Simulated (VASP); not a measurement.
Al2GaSb3:

```
Al Ga Sb
1.0
     4.57813    0.00000    0.00000
    -2.28906    3.96478    0.00000
     0.00000    0.00000    7.58371
Al Ga Sb
2 1 3
Direct
  0.33333 0.66667 0.73049
  0.33333 0.66667 0.26186
  0.00000 0.00000 0.53562
  0.66667 0.33333 0.47781
  0.66667 0.33333 0.04455
  0.00000 0.00000 0.94968
```

The cell was built from a structure type or drawn by symmetry, and may not be a known phase.

* Program: VASP 6.6.1
* Task: relaxation of cell and atoms
* Functional: PBE
* Potentials or basis: VASP PAW PBE potentials, release 64 (Al, Ga_d, Sb)
* Cutoff: 600 eV
* k mesh: 6 × 6 × 2
* Occupations: gaussian, width 0.1 eV
* Spin: no spin polarisation

At the start: pressure 9.1 GPa; volume 22.94 Å³/atom.

Task: How do energy, volume and symmetry change on relaxing?

Result: Over 34 steps the energy falls by 301.9 meV/atom and the volume is 23.30 Å³/atom (+1.6 %); space group P3m1 (No. 156, to 0.1 Å) before and after.

Step by step:
```
step  energy change (eV)  largest force (eV/Å)  pressure (GPa)  volume (Å³)
   1              0.0000                1.4645            9.12       137.65
   2             -0.8085                0.7011           -1.70       165.16
   3             -0.8133                0.7503           -1.08       162.59
   4             -0.9462                0.8123           -1.11       160.14
   5             -1.0729                1.0057            1.03       152.46
   6             -1.1185                0.4204           -0.47       156.06
   7             -1.1300                0.5075           -0.16       155.03
   8             -1.1302                0.5343           -0.10       154.88
   9             -1.1639                0.5238            0.04       153.72
  10             -1.2379                0.6954            0.66       150.26
  11             -1.1861                1.4213            2.52       143.39
  12             -1.2499                0.8808            1.24       147.84
  13             -1.2657                0.8284            1.09       147.92
  14             -1.3049                0.6961            0.68       148.19
  15             -1.3565                0.5392           -0.11       148.72
  16             -1.4205                0.5056           -1.36       149.77
  17             -1.5315                0.4412           -2.88       151.90
  18             -1.5846                0.4436           -2.20       149.38
  19             -1.6133                0.5682           -1.05       146.10
  20             -1.6352                0.5390           -0.89       145.26
  21             -1.6867                0.4518           -0.31       142.75
  22             -1.7046                0.4753            1.30       137.77
  23             -1.7131                0.4122            0.61       139.67
  24             -1.7402                0.3588            0.22       140.35
  25             -1.7705                0.2938           -0.78       142.42
  26             -1.7893                0.2505            0.14       139.80
  27             -1.7901                0.2389            0.38       139.16
  28             -1.8004                0.1608            0.07       139.90
  29             -1.8051                0.1364           -0.31       140.88
  30             -1.8086                0.1044            0.17       139.60
  31             -1.8086                0.1042            0.16       139.62
  32             -1.8104                0.0667           -0.02       140.04
  33             -1.8107                0.0431           -0.14       140.32
  34             -1.8115                0.0256            0.07       139.81
```

Final structure:
```yaml
crystal:
  lattice:
    - [4.91757, 0.00000, 0.00000]
    - [-2.45878, 4.25874, 0.00000]
    - [0.00000, 0.00000, 6.67608]
  atoms:
    - { symbol: Al, position: [0.33333, 0.66667, 0.73198] }
    - { symbol: Al, position: [0.33333, 0.66667, 0.26119] }
    - { symbol: Ga, position: [0.00000, 0.00000, 0.39785] }
    - { symbol: Sb, position: [0.66667, 0.33333, 0.60312] }
    - { symbol: Sb, position: [0.66667, 0.33333, 0.11524] }
    - { symbol: Sb, position: [0.00000, 0.00000, 0.89063] }
```

Caveat: the k points lie up to 0.47 Å⁻¹ apart in the final cell; the highest band is partly filled, so the run has too few bands.
